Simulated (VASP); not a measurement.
# MgSe (Fm-3m) in VASP: notebook, part 2 of 2

VASP 6.6.1. Earlier steps stand in the parts before.

## 4. Single point, LDA

This run uses another cell than the first one, of 19.60 Å³/atom, 1.121 times its volume.

Input file INCAR:

```
SYSTEM = MgSe
ALGO = Normal
EDIFF = 1E-6
ENCUT = 600
GGA_COMPAT = .FALSE.
ISIF = 2
ISMEAR = 0
LASPH = .TRUE.
LCHARG = .FALSE.
LREAL = .FALSE.
LWAVE = .FALSE.
NBANDS = 11
NELM = 120
PREC = Accurate
SIGMA = 0.01
```

Input file KPOINTS:

```
k-points
0
G
  8 8 8
  0 0 0
```

Input file POSCAR:

```
MgSe
1.0
    2.6960261439      2.6960261439      0.0000000000
   -2.6960261439      2.6960261439      0.0000000000
    0.0000000000      2.6960261439      2.6960261439
Mg Se
1 1
Direct
    0.0000000000      0.0000000000      0.0000000000
    0.5000000000      0.5000000000      0.0000000000
```

Potentials or basis: VASP PAW LDA potentials, release 64 (Mg, Se).

On the command line:

```
$ cat potpaw_LDA.64/Mg/POTCAR potpaw_LDA.64/Se/POTCAR > POTCAR
$ mpirun -np 1 vasp_std > vasp.out
```

OUTCAR:

```text
SYSTEM = MgSe
   EDIFF = 1E-6
   ENCUT = 600
   ISIF = 2
   ISMEAR = 0
   LASPH = .TRUE.
   LREAL = .FALSE.
   NELM = 120
   PREC = Accurate

 ion  position               nearest neighbor table
   1  0.000  0.000  0.000-   2 2.70   2 2.70   2 2.70   2 2.70   2 2.70   2 2.70
   2  0.500  0.500  0.000-   1 2.70   1 2.70   1 2.70   1 2.70   1 2.70   1 2.70

  LATTYP: Found a face centered cubic cell.
 ALAT       =     5.3920522878

  Lattice vectors:

 A1 = (   0.0000000000,   2.6960261439,   2.6960261439)
 A2 = (   2.6960261439,   0.0000000000,   2.6960261439)
 A3 = (   2.6960261439,   2.6960261439,   0.0000000000)

Analysis of symmetry for initial positions (statically):
=====================================================================
 Subroutine PRICEL returns:
 Original cell was already a primitive cell.

 Routine SETGRP: Setting up the symmetry group for a
 face centered cubic supercell.

 Subroutine GETGRP returns: Found 48 space group operations
 (whereof 48 operations were pure point group operations)
 out of a pool of 48 trial point group operations.

The static configuration has the point symmetry O_h .
[... 164 lines left out ...]
 cond. band min:       5.1581395771   @ k =   0.5000   0.5000   0.0000
 fundamental gap:      1.7022677913
 Fermi energy:         3.5756517786

 k-point     1 :       0.0000    0.0000    0.0000
  band No.  band energies     occupation
      1      -9.6984      2.00000
      2       3.4559      2.00000
      3       3.4559      2.00000
      4       3.4559      2.00000
      5       6.0783      0.00000
      6      10.8025      0.00000
      7      10.8025      0.00000
      8      10.8025      0.00000
      9      13.4522      0.00000
     10      13.4522      0.00000
     11      14.3771      0.00000
[... 309 lines left out ...]
 k-point    24 :       0.5000    0.2500    0.1250
  band No.  band energies     occupation
      1      -8.3137      2.00000
      2      -1.1835      2.00000
      3       1.1037      2.00000
      4       2.1653      2.00000
      5       8.1530      0.00000
      6       8.8356      0.00000
      7      11.2282      0.00000
      8      12.6021      0.00000
      9      14.5426      0.00000
     10      15.2552      0.00000
     11      17.6135      0.00000

 [... further k-points ...]
[... 5 lines left out ...]
  --------------------------------------------------------------------------------------
  -------------------------------------------------------------------------------------
  Total       -0.0793585     -0.0793585     -0.0793585      0.0000000      0.0000000      0.0000000
  in kB       -3.2441552     -3.2441552     -3.2441552      0.0000000      0.0000000      0.0000000
  external PRESSURE =      -3.2441552 kB  Pullay stress =       0.0000000 kB

 VOLUME and BASIS-vectors are now :
 -----------------------------------------------------------------------------
  energy-cutoff  :      600.00
  volume of cell :       39.19
      direct lattice vectors                 reciprocal lattice vectors
     2.696026144  2.696026144  0.000000000     0.185458142  0.185458142 -0.185458142
    -2.696026144  2.696026144  0.000000000    -0.185458142  0.185458142 -0.185458142
     0.000000000  2.696026144  2.696026144     0.000000000  0.000000000  0.370916284

 POSITION                                       TOTAL-FORCE (eV/Angst)
 -----------------------------------------------------------------------------------
      0.00000      0.00000      0.00000        -0.000000     -0.000000      0.000000
      0.00000      2.69603      0.00000         0.000000      0.000000      0.000000
 -----------------------------------------------------------------------------------
    total drift:                               -0.000000      0.000000      0.000000

  FREE ENERGIE OF THE ION-ELECTRON SYSTEM (eV)
  ---------------------------------------------------
  free  energy   TOTEN  =        -8.6012720382 eV

  energy  without entropy=       -8.6012720382  energy(sigma->0) =       -8.60127204
```

OSZICAR:

```text
N       E                     dE             d eps       ncg     rms          rms(c)
DAV:   1     0.236401517010E+02    0.23640E+02   -0.37835E+03   662   0.658E+02
DAV:   2    -0.717654763581E+01   -0.30817E+02   -0.28677E+02   741   0.103E+02
DAV:   3    -0.892395955148E+01   -0.17474E+01   -0.17445E+01   801   0.247E+01
DAV:   4    -0.893246596257E+01   -0.85064E-02   -0.85059E-02   713   0.198E+00
DAV:   5    -0.893250385507E+01   -0.37892E-04   -0.37892E-04   768   0.136E-01    0.313E+00
DAV:   6    -0.865434533671E+01    0.27816E+00   -0.48711E-01   695   0.258E+00    0.196E+00
DAV:   7    -0.860488090477E+01    0.49464E-01   -0.19238E-01   728   0.169E+00    0.952E-01
DAV:   8    -0.860143860176E+01    0.34423E-02   -0.93117E-03   686   0.473E-01    0.253E-01
DAV:   9    -0.860128197730E+01    0.15662E-03   -0.44262E-04   719   0.975E-02    0.113E-01
DAV:  10    -0.860127455303E+01    0.74243E-05   -0.11286E-04   713   0.448E-02    0.439E-02
DAV:  11    -0.860127210028E+01    0.24528E-05   -0.68187E-06   704   0.117E-02    0.774E-03
DAV:  12    -0.860127203825E+01    0.62028E-07   -0.42357E-07   358   0.338E-03
   1 F= -.86012720E+01 E0= -.86012720E+01  d E =-.162122E-66
```

stdout:

```text
POSCAR found type information on POSCAR MgSe
 POSCAR found :  2 types and       2 ions
 scaLAPACK will be used
 LDA part: xc-table for (Slater(with rela. corr.)+CA(PZ))
 , standard interpolation
 POSCAR, INCAR and KPOINTS ok, starting setup
 FFT: planning ... GRIDC
 FFT: planning ... GRID_SOFT
 FFT: planning ... GRID
 WAVECAR not read
 entering main loop
```

It took 20 s on 1 thread of Intel Xeon 8259CL, shared host; peak memory 0.15 GiB.

What came out:

```
Free energy            : -8.6013 eV
Pressure               : -0.3 GPa
Band gap on the k mesh : 1.70 eV, indirect (least direct gap 2.62 eV)
```

Levels at points of the mesh, in eV from the valence-band top:
| k point | band 1 | band 2 | band 3 | band 4 | band 5 | band 6 | band 7 | band 8 |
| --- | --- | --- | --- | --- | --- | --- | --- | --- |
| (0.00, 0.00, 0.00) | -13.15 | 0.00 | 0.00 | 0.00 | 2.62 | 7.35 | 7.35 | 7.35 |
| (0.50, 0.00, 0.00) | -11.95 | -5.17 | -0.62 | -0.62 | 3.75 | 6.04 | 6.04 | 8.67 |
| (0.50, 0.50, 0.00) | -11.61 | -4.47 | -1.88 | -1.88 | 1.70 | 3.79 | 11.91 | 12.29 |
